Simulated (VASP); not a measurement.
# Ag (P6_3/mmc) in VASP: settings compared

The runs below take Ag through single point, with PBE+U, r2SCAN.

Program: VASP 6.6.1. These are calculated values, not measurements. Logs are shortened: lines on timing, memory, paths and dates and some standing lists are left out, and cuts for length are marked.

## Step 1: The cell of the first run

The structure is hexagonal, space group P6_3/mmc (No. 194). The conventional cell has a = 2.922 Å, b = 2.922 Å, c = 4.702 Å, α = 90.00°, β = 90.00°, γ = 120.00°. Within 3.8 Å of Ag (site symmetry -6m2) lie 12 Ag at 2.89 to 2.92 Å.

This isn't the form of Ag at room conditions, which is fcc.

## Step 2: Single point, PBE+U

Input file INCAR:

```
SYSTEM = Ag
  PREC = Accurate
  ENCUT = 500
  EDIFF = 1E-6
  ISMEAR = 0
  SIGMA = 0.1
  LREAL = .False.
  LASPH = .True.
  NELM = 200
  ALGO = Normal
  ISIF = 2
  LWAVE = .False.
  LCHARG = .False.
  LMAXMIX = 4
  LDAU = .True.
  LDAUTYPE = 1
  LDAUL = 2
  LDAUU = 5
  LDAUJ = 0.31
  LDAUPRINT = 1
  GGA = PE
  NBANDS = 18
  GGA_COMPAT = .False.
```

Input file KPOINTS:

```
regular mesh
0
Gamma
  6 6 4
  0 0 0
```

Input file POSCAR:

```
Ag
1.0
    2.9222991408      0.0000000000      0.0000000000
   -1.4611495704      2.5307852934      0.0000000000
    0.0000000000      0.0000000000      4.7016618100
Ag
2
Direct
    0.3333333333      0.6666666667      0.2500000000
    0.6666666667      0.3333333333      0.7500000000
```

Potentials or basis: VASP PAW PBE potentials, release 64 (Ag).

On the command line:

```console
$ cat potpaw_PBE.64/Ag/POTCAR > POTCAR
$ mpirun -np 1 vasp_std > vasp.out
```

OUTCAR:

```text
SYSTEM = Ag
   PREC = Accurate
   ENCUT = 500
   EDIFF = 1E-6
   ISMEAR = 0
   LREAL = .False.
   LASPH = .True.
   NELM = 200
   ISIF = 2
   GGA = PE

 ion  position               nearest neighbor table
   1  0.333  0.667  0.250-   2 2.89   2 2.89   2 2.89   2 2.89   2 2.89   2 2.89
   2  0.667  0.333  0.750-   1 2.89   1 2.89   1 2.89   1 2.89   1 2.89   1 2.89

  LATTYP: Found a hexagonal cell.
 ALAT       =     2.9222991408
 C/A-ratio  =     1.6088913501

  Lattice vectors:

 A1 = (   2.9222991408,   0.0000000000,   0.0000000000)
 A2 = (  -1.4611495704,   2.5307852934,   0.0000000000)
 A3 = (   0.0000000000,   0.0000000000,   4.7016618100)

Analysis of symmetry for initial positions (statically):
=====================================================================
 Subroutine PRICEL returns:
 Original cell was already a primitive cell.

 Routine SETGRP: Setting up the symmetry group for a
 hexagonal supercell.

 Subroutine GETGRP returns: Found 24 space group operations
 (whereof 12 operations were pure point group operations)
 out of a pool of 24 trial point group operations.

The static configuration has the point symmetry D_3d.
 The point group associated with its full space group is D_6h.

Analysis of symmetry for dynamics (positions and initial velocities):
=====================================================================
 Subroutine PRICEL returns:
 Original cell was already a primitive cell.

 Routine SETGRP: Setting up the symmetry group for a
 hexagonal supercell.

 Subroutine GETGRP returns: Found 24 space group operations
 (whereof 12 operations were pure point group operations)
 out of a pool of 24 trial point group operations.

The dynamic configuration has the point symmetry D_3d.
 The point group associated with its full space group is D_6h.

 Subroutine INISYM returns: Found 24 space group operations
 (whereof 12 operations are pure point group operations),
 and found     1 'primitive' translations

----------------------------------------------------------------------------------------

                                     Primitive cell

  volume of cell :      34.7721

  direct lattice vectors                    reciprocal lattice vectors
     2.922299141  0.000000000  0.000000000     0.342196316  0.197567135  0.000000000
    -1.461149570  2.530785293  0.000000000     0.000000000  0.395134270  0.000000000
     0.000000000  0.000000000  4.701661810     0.000000000  0.000000000  0.212690755

  length of vectors
     2.922299141  2.922299141  4.701661810     0.395134270  0.395134270  0.212690755

  position of ions in fractional coordinates (direct lattice)
     0.333333333  0.666666667  0.250000000
     0.666666667  0.333333333  0.750000000

  ion indices of the primitive-cell ions
   primitive index   ion index
                 1           1
                 2           2

----------------------------------------------------------------------------------------

 KPOINTS: regular mesh

Automatic generation of k-mesh.
 Grid dimensions read from file:
 generate k-points for:    6    6    4

 Generating k-lattice:

[... 83 lines left out ...]
   angular momentum for each species LDAUL =     2
   U (eV)           for each species LDAUU =   5.0
   J (eV)           for each species LDAUJ =   0.3
   GGA     = PE    functional components
   LHFCALC =     F    Hartree Fock is set to
   AEXX    =    0.0000 exact exchange contribution
   IVDW    =     0    specifies the selected vdW correction
   LEPSILON=     F    determine dielectric tensor
   LRPA    =     F    only Hartree local field effects (RPA)
 non-spin polarized calculation
 Gauss-broadening in eV      SIGMA  =   0.10
  energy-cutoff  :      500.00
  volume of cell :       34.77
 maximum number of plane-waves:       905
 NGX is ok and might be reduce to    24
   NGX = 11   NGY = 11   NGZ = 17

atom =   1  type =  1  l = 2

 onsite density matrix

spin component  1

  0.9434  0.0000 -0.0000 -0.0000  0.0000
  0.0000  0.9426  0.0000 -0.0000 -0.0000
 -0.0000  0.0000  0.9401  0.0000  0.0000
 -0.0000 -0.0000  0.0000  0.9426 -0.0000
  0.0000 -0.0000  0.0000 -0.0000  0.9434

spin component  2

  0.9434  0.0000 -0.0000 -0.0000  0.0000
  0.0000  0.9426  0.0000 -0.0000 -0.0000
 -0.0000  0.0000  0.9401  0.0000  0.0000
 -0.0000 -0.0000  0.0000  0.9426 -0.0000
  0.0000 -0.0000  0.0000 -0.0000  0.9434

 occupancies and eigenvectors

  o =  0.9401  v =  0.0000  0.0000 -1.0000 -0.0000  0.0000  0.0000  0.0000  0.0000  0.0000  0.0000      0.0000  0.0000  0.0000  0.0000  0.0000  0.0000  0.0000  0.0000  0.0000  0.0000
  o =  0.9401  v =  0.0000  0.0000  0.0000  0.0000  0.0000  0.0000  0.0000 -1.0000 -0.0000  0.0000      0.0000  0.0000  0.0000  0.0000  0.0000  0.0000  0.0000  0.0000  0.0000  0.0000
  o =  0.9426  v =  0.0000  0.0000  0.0000 -1.0000  0.0000  0.0000  0.0000  0.0000  0.0000  0.0000      0.0000  0.0000  0.0000  0.0000  0.0000  0.0000  0.0000  0.0000  0.0000  0.0000
  o =  0.9426  v =  0.0000  0.0000  0.0000  0.0000  0.0000  0.0000  0.0000  0.0000 -1.0000  0.0000      0.0000  0.0000  0.0000  0.0000  0.0000  0.0000  0.0000  0.0000  0.0000  0.0000
  o =  0.9426  v =  0.0000  0.0000  0.0000  0.0000  0.0000  0.0000  1.0000  0.0000  0.0000  0.0000      0.0000  0.0000  0.0000  0.0000  0.0000  0.0000  0.0000  0.0000  0.0000  0.0000
  o =  0.9426  v =  0.0000  1.0000  0.0000  0.0000  0.0000  0.0000  0.0000  0.0000  0.0000  0.0000      0.0000  0.0000  0.0000  0.0000  0.0000  0.0000  0.0000  0.0000  0.0000  0.0000
  o =  0.9434  v =  0.0000  0.0000  0.0000  0.0000  0.0000  0.0000  0.0000 -0.0000 -0.0000 -1.0000      0.0000  0.0000  0.0000  0.0000  0.0000  0.0000  0.0000  0.0000  0.0000  0.0000
  o =  0.9434  v =  0.0000  0.0000 -0.0000 -0.0000 -1.0000  0.0000  0.0000  0.0000  0.0000  0.0000      0.0000  0.0000  0.0000  0.0000  0.0000  0.0000  0.0000  0.0000  0.0000  0.0000
  o =  0.9434  v =  1.0000  0.0000  0.0000  0.0000  0.0000  0.0000  0.0000  0.0000  0.0000  0.0000      0.0000  0.0000  0.0000  0.0000  0.0000  0.0000  0.0000  0.0000  0.0000  0.0000
  o =  0.9434  v =  0.0000  0.0000  0.0000  0.0000  0.0000  1.0000  0.0000  0.0000  0.0000  0.0000      0.0000  0.0000  0.0000  0.0000  0.0000  0.0000  0.0000  0.0000  0.0000  0.0000

atom =   2  type =  1  l = 2

 onsite density matrix

spin component  1

  0.9434 -0.0000  0.0000 -0.0000  0.0000
 -0.0000  0.9426  0.0000 -0.0000  0.0000
  0.0000  0.0000  0.9401  0.0000  0.0000
 -0.0000 -0.0000  0.0000  0.9426 -0.0000
  0.0000  0.0000  0.0000 -0.0000  0.9434

spin component  2

  0.9434 -0.0000  0.0000 -0.0000  0.0000
 -0.0000  0.9426  0.0000 -0.0000  0.0000
  0.0000  0.0000  0.9401  0.0000  0.0000
 -0.0000 -0.0000  0.0000  0.9426 -0.0000
  0.0000  0.0000  0.0000 -0.0000  0.9434

 occupancies and eigenvectors

  o =  0.9401  v =  0.0000 -0.0000 -1.0000 -0.0000  0.0000  0.0000  0.0000  0.0000  0.0000  0.0000      0.0000  0.0000  0.0000  0.0000  0.0000  0.0000  0.0000  0.0000  0.0000  0.0000
  o =  0.9401  v =  0.0000  0.0000  0.0000  0.0000  0.0000  0.0000 -0.0000 -1.0000 -0.0000  0.0000      0.0000  0.0000  0.0000  0.0000  0.0000  0.0000  0.0000  0.0000  0.0000  0.0000
  o =  0.9426  v =  0.0000 -0.0000  0.0000 -1.0000 -0.0000  0.0000  0.0000  0.0000  0.0000  0.0000      0.0000  0.0000  0.0000  0.0000  0.0000  0.0000  0.0000  0.0000  0.0000  0.0000
  o =  0.9426  v =  0.0000  0.0000  0.0000  0.0000  0.0000  0.0000 -0.0000  0.0000 -1.0000 -0.0000      0.0000  0.0000  0.0000  0.0000  0.0000  0.0000  0.0000  0.0000  0.0000  0.0000
  o =  0.9426  v =  0.0000  0.0000  0.0000  0.0000  0.0000  0.0000 -1.0000  0.0000  0.0000 -0.0000      0.0000  0.0000  0.0000  0.0000  0.0000  0.0000  0.0000  0.0000  0.0000  0.0000
  o =  0.9426  v =  0.0000 -1.0000  0.0000  0.0000 -0.0000  0.0000  0.0000  0.0000  0.0000  0.0000      0.0000  0.0000  0.0000  0.0000  0.0000  0.0000  0.0000  0.0000  0.0000  0.0000
  o =  0.9434  v =  1.0000  0.0000  0.0000  0.0000  0.0000  0.0000  0.0000  0.0000  0.0000  0.0000      0.0000  0.0000  0.0000  0.0000  0.0000  0.0000  0.0000  0.0000  0.0000  0.0000
  o =  0.9434  v =  0.0000  0.0000  0.0000  0.0000  0.0000  1.0000  0.0000  0.0000  0.0000  0.0000      0.0000  0.0000  0.0000  0.0000  0.0000  0.0000  0.0000  0.0000  0.0000  0.0000
  o =  0.9434  v =  0.0000  0.0000  0.0000  0.0000  0.0000  0.0000 -0.0000  0.0000 -0.0000  1.0000      0.0000  0.0000  0.0000  0.0000  0.0000  0.0000  0.0000  0.0000  0.0000  0.0000
  o =  0.9434  v =  0.0000 -0.0000  0.0000 -0.0000  1.0000  0.0000  0.0000  0.0000  0.0000  0.0000      0.0000  0.0000  0.0000  0.0000  0.0000  0.0000  0.0000  0.0000  0.0000  0.0000

 number of electron      22.0000012 magnetization

 Free energy of the ion-electron system (eV)
  ---------------------------------------------------
  ext. energy  EPLUGINS =         0.00000000
  ---------------------------------------------------
  free energy    TOTEN  =        -2.37107960 eV

  energy without entropy =       -2.36898004  energy(sigma->0) =       -2.37002982

 E-fermi :   7.6375     XC(G=0): -11.9838

 val. band max:        7.5150792111   @ k =   0.3333   0.1667   0.2500
 cond. band min:       7.9725670616   @ k =   0.5000   0.0000   0.0000
 fundamental gap:      0.4574878505
 Fermi energy:         7.6375262561

 k-point     1 :       0.0000    0.0000    0.0000
  band No.  band energies     occupation
      1       0.5510      2.00000
      2       0.6055      2.00000
      3       1.8255      2.00000
      4       1.8635      2.00000
      5       1.8635      2.00000
      6       2.0932      2.00000
[... 418 lines left out ...]
      5       2.1101      2.00000
      6       2.1101      2.00000
[... 10 lines left out ...]
     17      24.7940      0.00000
     18      24.7940      0.00000

------------------------ aborting loop because EDIFF is reached ----------------------------------------

  FORCE on cell =-STRESS in cart. coord.  units (eV):
  Direction    XX          YY          ZZ          XY          YZ          ZX
  --------------------------------------------------------------------------------------
  -------------------------------------------------------------------------------------
  Total        0.6538145      0.6538145      0.2189529     -0.0000000      0.0000000      0.0000000
  in kB       30.1254649     30.1254649     10.0885788     -0.0000000      0.0000000      0.0000000
  external PRESSURE =      23.4465029 kB  Pullay stress =       0.0000000 kB

 VOLUME and BASIS-vectors are now :
 -----------------------------------------------------------------------------
  energy-cutoff  :      500.00
  volume of cell :       34.77
      direct lattice vectors                 reciprocal lattice vectors
     2.922299141  0.000000000  0.000000000     0.342196316  0.197567135  0.000000000
    -1.461149570  2.530785293  0.000000000     0.000000000  0.395134270  0.000000000
     0.000000000  0.000000000  4.701661810     0.000000000  0.000000000  0.212690755

 POSITION                                       TOTAL-FORCE (eV/Angst)
 -----------------------------------------------------------------------------------
     -0.00000      1.68719      1.17542        -0.000000     -0.000000      0.000000
      1.46115      0.84360      3.52625         0.000000      0.000000      0.000000
 -----------------------------------------------------------------------------------
    total drift:                               -0.000000      0.000000     -0.000000

  FREE ENERGIE OF THE ION-ELECTRON SYSTEM (eV)
  ---------------------------------------------------
  free  energy   TOTEN  =        -2.3710796016 eV

  energy  without entropy=       -2.3689800449  energy(sigma->0) =       -2.37002982
```

Wall time 15 s (1 thread of AMD EPYC 7R43 (Zen 3), shared host); peak memory 0.11 GiB.

Results:

- Free energy: -2.3711 eV
- Pressure: 2.3 GPa
- Band gap on the k mesh: zero (bands 11 and 12 overlap by 8.84 eV)

Eigenvalues of the final occupation matrices:
```tsv
site	spin	trace	eigenvalues
site 1 d	1	4.71	0.94 0.94 0.94 0.94 0.94
site 1 d	2	4.71	0.94 0.94 0.94 0.94 0.94
site 2 d	1	4.71	0.94 0.94 0.94 0.94 0.94
site 2 d	2	4.71	0.94 0.94 0.94 0.94 0.94
```

Caveat: the k points lie up to 0.41 Å⁻¹ apart, too coarse for converged energies and pressures of a metal; U without spin polarisation on a metal has little footing; the U is typed as a test and isn't derived for this compound.

## Step 3: Single point, PBE+U

Input file INCAR:

```
PREC     = Accurate       # precision mode
ENCUT    = 500            # plane-wave cutoff, eV
EDIFF    = 1E-6           # SCF threshold, eV
ISMEAR   = 0              # smearing method
SIGMA    = 0.1            # smearing width, eV
LREAL    = F              # projectors in reciprocal space
LASPH    = T              # aspherical terms in the spheres
NELM     = 200            # most SCF steps
ALGO     = Normal         # electronic algorithm
ISIF     = 2              # what is computed and relaxed
LWAVE    = F              # write WAVECAR
LCHARG   = F              # write CHGCAR
LMAXMIX  = 4              # l up to which the mixer works
LDAU     = T              # DFT+U
LDAUTYPE = 1            
LDAUL    = 2              # shell
LDAUU    = 3.1            # U, eV
LDAUJ    = 0.55         
LDAUPRINT= 1            
GGA      = PE             # functional
NBANDS   = 18             # bands
GGA_COMPAT= F
```

Input file KPOINTS:

```
regular mesh
0
Gamma
  6 6 4
```

POSCAR is that of step 2.

Potentials or basis: VASP PAW PBE potentials, release 64 (Ag).

On the command line:

```console
$ cat potpaw_PBE.64/Ag/POTCAR > POTCAR
$ mpirun -np 1 vasp_std > vasp.out
```

OUTCAR:

```text
PREC = Accurate
   ENCUT = 500
   EDIFF = 1E-6
   ISMEAR = 0
   LREAL = F
   LASPH = T
   NELM = 200
   ISIF = 2
   GGA = PE

 ion  position               nearest neighbor table
   1  0.333  0.667  0.250-   2 2.89   2 2.89   2 2.89   2 2.89   2 2.89   2 2.89
   2  0.667  0.333  0.750-   1 2.89   1 2.89   1 2.89   1 2.89   1 2.89   1 2.89

  LATTYP: Found a hexagonal cell.
 ALAT       =     2.9222991408
 C/A-ratio  =     1.6088913501

  Lattice vectors:

 A1 = (   2.9222991408,   0.0000000000,   0.0000000000)
 A2 = (  -1.4611495704,   2.5307852934,   0.0000000000)
 A3 = (   0.0000000000,   0.0000000000,   4.7016618100)

Analysis of symmetry for initial positions (statically):
=====================================================================
 Subroutine PRICEL returns:
 Original cell was already a primitive cell.

 Routine SETGRP: Setting up the symmetry group for a
 hexagonal supercell.

 Subroutine GETGRP returns: Found 24 space group operations
 (whereof 12 operations were pure point group operations)
 out of a pool of 24 trial point group operations.

The static configuration has the point symmetry D_3d.
 The point group associated with its full space group is D_6h.

Analysis of symmetry for dynamics (positions and initial velocities):
[... 208 lines left out ...]
  o =  0.9324  v =  0.0000  0.0000 -0.0000  1.0000 -0.0000  0.0000  0.0000  0.0000  0.0000  0.0000      0.0000  0.0000  0.0000  0.0000  0.0000  0.0000  0.0000  0.0000  0.0000  0.0000
  o =  0.9324  v =  0.0000  0.0000  0.0000  0.0000  0.0000  0.0000  0.0000 -0.0000  1.0000 -0.0000      0.0000  0.0000  0.0000  0.0000  0.0000  0.0000  0.0000  0.0000  0.0000  0.0000
  o =  0.9324  v =  0.0000  0.0000  0.0000  0.0000  0.0000  0.0000  1.0000 -0.0000 -0.0000  0.0000      0.0000  0.0000  0.0000  0.0000  0.0000  0.0000  0.0000  0.0000  0.0000  0.0000
  o =  0.9324  v =  0.0000  1.0000 -0.0000 -0.0000  0.0000  0.0000  0.0000  0.0000  0.0000  0.0000      0.0000  0.0000  0.0000  0.0000  0.0000  0.0000  0.0000  0.0000  0.0000  0.0000
  o =  0.9331  v =  0.0000  0.0000  0.0000  0.0000  0.0000  0.0000 -0.0000  0.0000  0.0000  1.0000      0.0000  0.0000  0.0000  0.0000  0.0000  0.0000  0.0000  0.0000  0.0000  0.0000
  o =  0.9331  v =  0.0000 -0.0000  0.0000  0.0000  1.0000  0.0000  0.0000  0.0000  0.0000  0.0000      0.0000  0.0000  0.0000  0.0000  0.0000  0.0000  0.0000  0.0000  0.0000  0.0000
  o =  0.9331  v =  1.0000  0.0000  0.0000  0.0000  0.0000  0.0000  0.0000  0.0000  0.0000  0.0000      0.0000  0.0000  0.0000  0.0000  0.0000  0.0000  0.0000  0.0000  0.0000  0.0000
  o =  0.9331  v =  0.0000  0.0000  0.0000  0.0000  0.0000  1.0000  0.0000  0.0000  0.0000  0.0000      0.0000  0.0000  0.0000  0.0000  0.0000  0.0000  0.0000  0.0000  0.0000  0.0000

 number of electron      22.0000012 magnetization

 Free energy of the ion-electron system (eV)
  ---------------------------------------------------
  ext. energy  EPLUGINS =         0.00000000
  ---------------------------------------------------
  free energy    TOTEN  =        -3.63025455 eV

  energy without entropy =       -3.62809739  energy(sigma->0) =       -3.62917597

 E-fermi :   7.8022     XC(G=0): -12.0311

 val. band max:        7.6801583989   @ k =   0.3333   0.1667   0.2500
 cond. band min:       7.9585701164   @ k =   0.0000   0.0000   0.0000
 fundamental gap:      0.2784117176
 Fermi energy:         7.8021573561

 k-point     1 :       0.0000    0.0000    0.0000
  band No.  band energies     occupation
      1       0.5740      2.00000
      2       1.2147      2.00000
      3       2.6323      2.00000
      4       2.6752      2.00000
      5       2.6752      2.00000
      6       2.9118      2.00000
[... 418 lines left out ...]
      5       2.8498      2.00000
      6       2.8498      2.00000
[... 10 lines left out ...]
     17      24.8024      0.00000
     18      24.8024      0.00000

------------------------ aborting loop because EDIFF is reached ----------------------------------------

  FORCE on cell =-STRESS in cart. coord.  units (eV):
  Direction    XX          YY          ZZ          XY          YZ          ZX
  --------------------------------------------------------------------------------------
  -------------------------------------------------------------------------------------
  Total        0.7726561      0.7726561      0.3587141      0.0000000      0.0000000     -0.0000000
  in kB       35.6012687     35.6012687     16.5282807      0.0000000      0.0000000     -0.0000000
  external PRESSURE =      29.2436061 kB  Pullay stress =       0.0000000 kB

 VOLUME and BASIS-vectors are now :
 -----------------------------------------------------------------------------
  energy-cutoff  :      500.00
  volume of cell :       34.77
      direct lattice vectors                 reciprocal lattice vectors
     2.922299141  0.000000000  0.000000000     0.342196316  0.197567135  0.000000000
    -1.461149570  2.530785293  0.000000000     0.000000000  0.395134270  0.000000000
     0.000000000  0.000000000  4.701661810     0.000000000  0.000000000  0.212690755

 POSITION                                       TOTAL-FORCE (eV/Angst)
 -----------------------------------------------------------------------------------
     -0.00000      1.68719      1.17542        -0.000000      0.000000      0.000000
      1.46115      0.84360      3.52625         0.000000      0.000000      0.000000
 -----------------------------------------------------------------------------------
    total drift:                               -0.000000      0.000000     -0.000000

  FREE ENERGIE OF THE ION-ELECTRON SYSTEM (eV)
  ---------------------------------------------------
  free  energy   TOTEN  =        -3.6302545544 eV

  energy  without entropy=       -3.6280973857  energy(sigma->0) =       -3.62917597
```

stdout:

```text
POSCAR found type information on POSCAR Ag
 POSCAR found :  1 types and       2 ions
 scaLAPACK will be used
 LDA part: xc-table for (Slater+PW92), standard interpolation
 POSCAR, INCAR and KPOINTS ok, starting setup
 FFT: planning ... GRIDC
 FFT: planning ... GRID_SOFT
 FFT: planning ... GRID
 WAVECAR not read
 entering main loop
```

Wall time 14 s (1 thread of AMD EPYC 7R43 (Zen 3), shared host); peak memory 0.11 GiB.

Results:

```yaml
Free_energy: -3.6303 eV
Pressure: 2.9 GPa
Band_gap_on_the_k_mesh: zero (bands 11 and 12 overlap by 8.13 eV)
```

Eigenvalues of the final occupation matrices:
| site | spin | trace | eigenvalues |
| --- | --- | --- | --- |
| site 1 d | 1 | 4.66 | 0.93 0.93 0.93 0.93 0.93 |
| site 1 d | 2 | 4.66 | 0.93 0.93 0.93 0.93 0.93 |
| site 2 d | 1 | 4.66 | 0.93 0.93 0.93 0.93 0.93 |
| site 2 d | 2 | 4.66 | 0.93 0.93 0.93 0.93 0.93 |

Caveat: the k points lie up to 0.41 Å⁻¹ apart, too coarse for converged energies and pressures of a metal; U without spin polarisation on a metal has little footing; the U is typed as a test and isn't derived for this compound.

[end of part 1 of 2]

The gap in the log of VASP goes by the Fermi energy; the results here count the filled bands.